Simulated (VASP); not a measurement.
# TaSi2 in VASP: notebook

TaSi2 is run at these levels: PBE; tasks: relaxation of cell and atoms.

All numbers are computed with VASP 6.6.1; they aren't measurements. Logs are shortened: lines on timing, memory, paths and dates and some standing lists are left out, and cuts for length are marked.

**1. The cell of the first run**

The cell holds an amorphous packing of atoms, 9 atoms: a = 5.077 Å, b = 5.446 Å, c = 4.798 Å, α = 84.31°, β = 89.42°, γ = 90.28°.

**2. Relaxation of cell and atoms, PBE**

INCAR reads:

```
SYSTEM = TaSi2
ALGO     = Normal         ! electronic algorithm
EDIFF    = 1E-7           ! SCF threshold, eV
EDIFFG   = -0.04          ! ionic threshold
ENCUT    = 600            ! plane-wave cutoff, eV
GGA      = PE             ! functional
IBRION   = 2              ! ionic algorithm
ISIF     = 3              ! what is computed and relaxed
ISMEAR   = 0              ! smearing method
ISYM     = 0            
LASPH    = .True.         ! aspherical terms in the spheres
LCHARG   = .False.        ! write CHGCAR
LREAL    = .False.        ! projectors in reciprocal space
LWAVE    = .False.        ! write WAVECAR
NELM     = 60             ! most SCF steps
NSW      = 90             ! ionic steps
PREC     = Accurate       ! precision mode
SIGMA    = 0.1            ! smearing width, eV
```

KPOINTS reads:

```
k-points
0
Gamma
  3 3 3
  0 0 0
```

POSCAR reads:

```
TaSi2
1.0
    5.0764450000     -0.0135230000      0.0252530000
   -0.0135230000      5.4396860000      0.2530540000
    0.0252530000      0.2530540000      4.7908660000
Ta Si
3 6
Direct
    0.8542559521      0.3248473695      0.4961360447
    0.0519610365      0.0670375816      0.0228490093
    0.3803321217      0.0161705238      0.5221360624
    0.5543992390      0.2822112430      0.0147171332
    0.3236567813      0.5261050670      0.2655006223
    0.5833874267      0.7960432220      0.0257605517
    0.8784502808      0.8146119112      0.5787814858
    0.9406255889      0.5728797267      0.9688061418
    0.3060423384      0.5203955596      0.7269944287
```

Potentials or basis: VASP PAW PBE potentials, release 64 (Ta_pv, Si).

Started as:

```console
$ cat potpaw_PBE.64/Ta_pv/POTCAR potpaw_PBE.64/Si/POTCAR > POTCAR
$ mpirun -np 1 vasp_std > vasp.out
```

OUTCAR:

```text
SYSTEM = TaSi2
   EDIFF = 1E-7
   EDIFFG = -0.04
   ENCUT = 600
   GGA = PE
   IBRION = 2
   ISIF = 3
   ISMEAR = 0
   ISYM = 0
   LASPH = .True.
   LREAL = .False.
   NELM = 60
   NSW = 90
   PREC = Accurate

 ion  position               nearest neighbor table
   1  0.854  0.325  0.496-   7 2.74   7 2.77   8 2.78   8 2.79   5 2.79   4 2.81   9 2.81   4 2.89
                             3 2.92   2 2.95   2 2.96   5 3.09   3 3.16   9 3.21
   2  0.052  0.067  0.023-   8 2.78   4 2.79   6 2.79   7 2.79   4 2.80   8 2.80   3 2.92   3 2.95
                             1 2.95   1 2.96   7 3.00   9 3.00   6 3.08   5 3.18   5 3.37
   3  0.380  0.016  0.522-   7 2.77   7 2.77   6 2.80   9 2.80   4 2.84   1 2.92   2 2.92   5 2.94
                             2 2.95   6 2.95   4 3.03   9 3.03   5 3.06   1 3.16
   4  0.554  0.282  0.015-   9 2.21   5 2.21   8 2.51   6 2.65   2 2.79   2 2.80   1 2.81   6 2.81
                             3 2.84   1 2.89   3 3.03
   5  0.324  0.526  0.266-   6 2.20   4 2.21   9 2.21   8 2.42   9 2.59   1 2.79   3 2.94   3 3.06
                             1 3.09   2 3.18   2 3.37
   6  0.583  0.796  0.026-   5 2.20   8 2.22   9 2.60   7 2.60   4 2.65   2 2.79   3 2.80   4 2.81
                             3 2.95   7 3.07   2 3.08
   7  0.878  0.815  0.579-   8 2.20   6 2.60   1 2.74   9 2.76   3 2.77   3 2.77   1 2.77   2 2.79
                             2 3.00   6 3.07
   8  0.941  0.573  0.969-   7 2.20   9 2.21   6 2.22   5 2.42   4 2.51   1 2.78   2 2.78   1 2.79
                             2 2.80
   9  0.306  0.520  0.727-   4 2.21   5 2.21   8 2.21   5 2.59   6 2.60   7 2.76   3 2.80   1 2.81
                             2 3.00   3 3.03   1 3.21

IMPORTANT INFORMATION: All symmetrisations will be switched off!
NOSYMM: (Re-)initialisation of all symmetry stuff for point group C_1.

----------------------------------------------------------------------------------------

                                     Primitive cell

  volume of cell :     131.9667

  direct lattice vectors                    reciprocal lattice vectors
     5.076445000 -0.013523000  0.025253000     0.196994991  0.000539358 -0.001066864
    -0.013523000  5.439686000  0.253054000     0.000539358  0.184288445 -0.009736976
     0.025253000  0.253054000  4.790866000    -0.001066864 -0.009736976  0.209250462

  length of vectors
     5.076525822  5.445585641  4.797610975     0.196998618  0.184546283  0.209479600

  position of ions in fractional coordinates (direct lattice)
     0.854255952  0.324847369  0.496136045
     0.051961037  0.067037582  0.022849009
     0.380332122  0.016170524  0.522136062
     0.554399239  0.282211243  0.014717133
     0.323656781  0.526105067  0.265500622
     0.583387427  0.796043222  0.025760552
     0.878450281  0.814611911  0.578781486
     0.940625589  0.572879727  0.968806142
     0.306042338  0.520395560  0.726994429

  ion indices of the primitive-cell ions
   primitive index   ion index
                 1           1
                 2           2
                 3           3
                 4           4
                 5           5
                 6           6
                 7           7
                 8           8
                 9           9

----------------------------------------------------------------------------------------

 KPOINTS: k-points

Automatic generation of k-mesh.
 Grid dimensions read from file:
 generate k-points for:    3    3    3

 Generating k-lattice:

  Cartesian coordinates                     Fractional coordinates (reciprocal lattice)
     0.065664997  0.000179786 -0.000355621     0.333333333 -0.000000000 -0.000000000
     0.000179786  0.061429482 -0.003245659    -0.000000000  0.333333333  0.000000000
    -0.000355621 -0.003245659  0.069750154     0.000000000  0.000000000  0.333333333

  Length of vectors
     0.065666206  0.061515428  0.069826533

  Shift w.r.t. Gamma in fractional coordinates (k-lattice)
     0.000000000  0.000000000  0.000000000

 Subroutine IBZKPT returns following result:
 ===========================================

 Found     14 irreducible k-points:

 Following reciprocal coordinates:
            Coordinates               Weight
  0.000000  0.000000  0.000000      1.000000
  0.333333  0.000000 -0.000000      2.000000
 -0.000000  0.333333 -0.000000      2.000000
  0.333333  0.333333 -0.000000      2.000000
 -0.333333  0.333333 -0.000000      2.000000
  0.000000  0.000000  0.333333      2.000000
  0.333333  0.000000  0.333333      2.000000
 -0.333333 -0.000000  0.333333      2.000000
  0.000000  0.333333  0.333333      2.000000
  0.333333  0.333333  0.333333      2.000000
 -0.333333  0.333333  0.333333      2.000000
  0.000000 -0.333333  0.333333      2.000000
  0.333333 -0.333333  0.333333      2.000000
 -0.333333 -0.333333  0.333333      2.000000
   k-points           NKPTS =     14   k-points in BZ     NKDIM =     14   number of bands    NBANDS=     34
   number of dos      NEDOS =    301   number of ions     NIONS =      9
   total plane-waves  NPLWV =  80640
   dimension x,y,z NGX =    42 NGY =   48 NGZ =   40
   dimension x,y,z NGXF=    84 NGYF=   96 NGZF=   80
   ions per type =               3   6
   NGX,Y,Z   is equivalent  to a cutoff of  13.75, 14.65, 13.86 a.u.
   NGXF,Y,Z  is equivalent  to a cutoff of  27.51, 29.31, 27.72 a.u.
 SYSTEM =  TaSi2
   PREC   = accura    normal or accurate (medium, high low for compatibility)
   ISTART =      0    job   : 0-new  1-cont  2-samecut
   ICHARG =      2    charge: 1-file 2-atom 10-const
   ISPIN  =      1    spin polarized calculation?
   LNONCOLLINEAR =      F non collinear calculations
   LSORBIT =      F    spin-orbit coupling
   LASPH  =      T    aspherical Exc in radial PAW
   ENCUT  =  600.0 eV  44.10 Ry    6.64 a.u.  10.14 10.88  9.58*2*pi/ulx,y,z
   NELM   =     60;   NELMIN=  2; NELMDL= -5     # of ELM steps
   EDIFF  = 0.1E-06   stopping-criterion for ELM
   LREAL  =      F    real-space projection
   EDIFFG = -.4E-01   stopping-criterion for IOM
   NSW    =     90    number of steps for IOM
   IBRION =      2    ionic relax: 0-MD 1-quasi-New 2-CG
   NFREE  =      1    steps in history (QN), initial steepest desc. (CG)
   ISIF   =      3    stress and relaxation
   ISYM   =      0    0-nonsym 1-usesym 2-fastsym
   POTIM  = 0.5000    time-step for ionic-motion
   TEBEG  =    0.0;   TEEND  =   0.0 temperature during run
   PSTRESS=    0.0 pullay stress
   NELECT =      57.0000    total number of electrons
   NUPDOWN=      -1.0000    fix difference up-down
   EMIN   =  10.00;   EMAX   =-10.00  energy-range for DOS
   EFERMI =   0.00;   METHOD = LEGACY
   ISMEAR =     0;   SIGMA  =   0.10  broadening in eV -4-tet -1-fermi 0-gaus
   EFERMI_NEDOS =   21; number of points for ismear=-14 and -15
   IALGO  =     38    algorithm
   IMIX   =      4    mixing-type and parameters
     AMIX     =   0.40;   BMIX     =  1.00
     AMIX_MAG =   1.60;   BMIX_MAG =  1.00
  volume/ion in A,a.u.               =      14.66        98.95
  Fermi-wavevector in a.u.,A,eV,Ry     =   1.237500  2.338535 20.836031  1.531405
  Thomas-Fermi vector in A             =   2.372064
   LORBIT       =      0    0 simple, 1 ext, 2 COOP (PROOUT), +10 PAW based schemes
   GGA     = PE    functional components
   LHFCALC =     F    Hartree Fock is set to
   AEXX    =    0.0000 exact exchange contribution
   IVDW    =     0    specifies the selected vdW correction
   LEPSILON=     F    determine dielectric tensor
   LRPA    =     F    only Hartree local field effects (RPA)
 conjugate gradient relaxation of ions
 non-spin polarized calculation
 Gauss-broadening in eV      SIGMA  =   0.10
  energy-cutoff  :      600.00
  volume of cell :      131.97
 maximum number of plane-waves:      4420
 NGX is ok and might be reduce to    42
   NGX = 21   NGY = 21   NGZ = 19

--------------------------------------- Ionic step        1  -------------------------------------------

 number of electron      57.0000001 magnetization

 Free energy of the ion-electron system (eV)
  ---------------------------------------------------
  ext. energy  EPLUGINS =         0.00000000
  ---------------------------------------------------
  free energy    TOTEN  =       -64.76319591 eV

  energy without entropy =      -64.72853960  energy(sigma->0) =      -64.74586775

------------------------ aborting loop because EDIFF is reached ----------------------------------------

  FORCE on cell =-STRESS in cart. coord.  units (eV):
  Direction    XX          YY          ZZ          XY          YZ          ZX
  --------------------------------------------------------------------------------------
  -------------------------------------------------------------------------------------
  Total        8.0407507      5.2171139     13.8759407     -3.7520110     -2.1595039     -2.3128588
  in kB       97.6209357     63.3398001    168.4646567    -45.5523164    -26.2180487    -28.0798956
  external PRESSURE =     109.8084642 kB  Pullay stress =       0.0000000 kB
[... 110 lines left out ...]
  FREE ENERGIE OF THE ION-ELECTRON SYSTEM (eV)
  ---------------------------------------------------
  free  energy   TOTEN  =       -66.2423733110 eV

  energy  without entropy=      -66.2111429602  energy(sigma->0) =      -66.22675814

[... ionic steps 4 to 28 ...]

--------------------------------------- Ionic step       29  -------------------------------------------

 number of electron      57.0000001 magnetization

------------------------ aborting loop because EDIFF is reached ----------------------------------------

  FORCE on cell =-STRESS in cart. coord.  units (eV):
  Direction    XX          YY          ZZ          XY          YZ          ZX
  --------------------------------------------------------------------------------------
  -------------------------------------------------------------------------------------
  Total       -0.0996007     -0.1105245     -0.1269117     -0.0204106      0.0024989      0.0088272
  in kB       -1.1390791     -1.2640092     -1.4514208     -0.2334254      0.0285786      0.1009522
  external PRESSURE =      -1.2848364 kB  Pullay stress =       0.0000000 kB
[... 71 lines left out ...]
  energy  without entropy=      -67.8680331950  energy(sigma->0) =      -67.87642390

--------------------------------------- Ionic step       31  -------------------------------------------

 number of electron      57.0000001 magnetization

 Free energy of the ion-electron system (eV)
  ---------------------------------------------------
  ext. energy  EPLUGINS =         0.00000000
  ---------------------------------------------------
  free energy    TOTEN  =       -67.88535416 eV

  energy without entropy =      -67.86851209  energy(sigma->0) =      -67.87693313

 E-fermi :   8.4015     XC(G=0): -11.7042

 val. band max:        8.3287928850   @ k =   0.0000   0.3333   0.3333
 cond. band min:       8.4079828235   @ k =  -0.3333   0.3333  -0.0000
 fundamental gap:      0.0791899385
 Fermi energy:         8.4015328454

 k-point     1 :       0.0000    0.0000    0.0000
  band No.  band energies     occupation
      1     -26.2019      2.00000
      2     -26.1056      2.00000
      3     -26.0580      2.00000
      4     -25.9658      2.00000
      5     -25.9018      2.00000
      6     -25.8632      2.00000
[... 543 lines left out ...]
  FREE ENERGIE OF THE ION-ELECTRON SYSTEM (eV)
  ---------------------------------------------------
  free  energy   TOTEN  =       -67.8853541609 eV

  energy  without entropy=      -67.8685120926  energy(sigma->0) =      -67.87693313

 reached required accuracy - stopping structural energy minimisation
```

It took 21 min on 1 thread of Intel Xeon Platinum 8488C (Sapphire Rapids), shared host; peak memory 0.3 GiB.

What came out:

* Free energy: -67.8854 eV
* Relaxed volume: 15.55 Å³/atom
* Relaxed cell: a = 4.857 Å, b = 6.072 Å, c = 4.857 Å, α = 90.15°, β = 89.64°, γ = 102.27°
* Space group after relaxing (to 0.05 Å): P1 (No. 1)
* Energy gained by relaxing: 346.9 meV/atom
* Ionic steps: 31
* Pressure after relaxing: 0.1 GPa
* Largest force after relaxing: 0.031 eV/Å

Forces in eV/Å, atoms in the order of the input:
```
Ta   0.008  0.018 -0.024
Ta   0.021 -0.012  0.008
Ta   0.004 -0.008  0.006
Si  -0.014  0.003  0.013
Si  -0.004 -0.010 -0.013
Si  -0.012  0.004 -0.006
Si   0.028  0.005  0.010
Si  -0.022 -0.014 -0.003
Si  -0.007  0.013  0.009
```

The path:
```tsv
step	energy change (eV)	largest force (eV/Å)	pressure (GPa)	volume (Å³)
1	0.0000	4.5259	10.98	131.97
2	-1.1509	1.4176	-11.90	151.93
3	-1.4792	1.1715	-6.64	144.50
4	-1.8733	1.1051	2.62	135.55
5	-1.8845	0.8905	1.10	136.72
6	-2.0551	0.6840	0.75	136.55
7	-2.1543	1.2704	1.39	136.12
8	-2.1660	1.0343	1.03	136.24
9	-2.3051	0.7826	0.12	137.22
10	-2.4869	0.9445	-1.31	139.92
11	-2.6176	0.8292	-0.57	139.70
12	-2.6974	0.9892	0.72	139.33
13	-2.8142	0.7085	-0.48	140.09
14	-2.8650	0.7860	-1.63	141.06
15	-2.9411	0.5927	0.33	139.25
16	-2.9643	0.5566	2.30	137.64
17	-3.0300	0.4208	0.77	138.98
18	-3.0475	0.3453	-0.46	140.19
19	-3.0707	0.2398	-0.19	139.97
20	-3.0858	0.2997	0.37	139.58
21	-3.1024	0.1765	-0.29	140.11
22	-3.1071	0.1534	-0.84	140.58
23	-3.1157	0.1507	0.60	139.33
24	-3.1158	0.1490	0.43	139.47
25	-3.1193	0.0696	-0.09	139.96
26	-3.1193	0.0692	-0.09	139.96
27	-3.1205	0.0538	0.02	139.89
28	-3.1209	0.0575	0.14	139.82
29	-3.1216	0.0437	-0.13	140.09
30	-3.1216	0.0490	-0.18	140.14
31	-3.1222	0.0310	0.09	139.96
```

Final structure:
```xyz
9
Lattice="4.8218 -0.5799 0.0255 -0.5723 6.0452 -0.0142 0.0045 -0.0013 4.8570" Properties=species:S:1:pos:R:3 pbc="T T T"
Ta    3.9074    1.9236    2.5112
Ta    0.2142    0.3215    0.0736
Ta    1.9093   -0.0549    2.4994
Si    2.8359    1.0228    0.0757
Si    1.4367    2.5675    1.3296
Si    1.8213    4.7070    0.0542
Si    3.6510    4.6283    2.5093
Si    4.0663    3.2098    0.0761
Si    1.4233    2.5439    3.6730
```

Levels at points of the mesh, in eV from the Fermi level:
```csv
k point,band 25,band 26,band 27,band 28,band 29,band 30,band 31,band 32
"(0.00, 0.00, 0.00)",-0.81,-0.77,-0.66,-0.53,0.70,0.81,1.27,1.82
```

Caveat: the k points lie up to 0.44 Å⁻¹ apart in the final cell; spin-orbit coupling is left out, which moves the levels of the heavy elements.

[end of part 1 of 2]
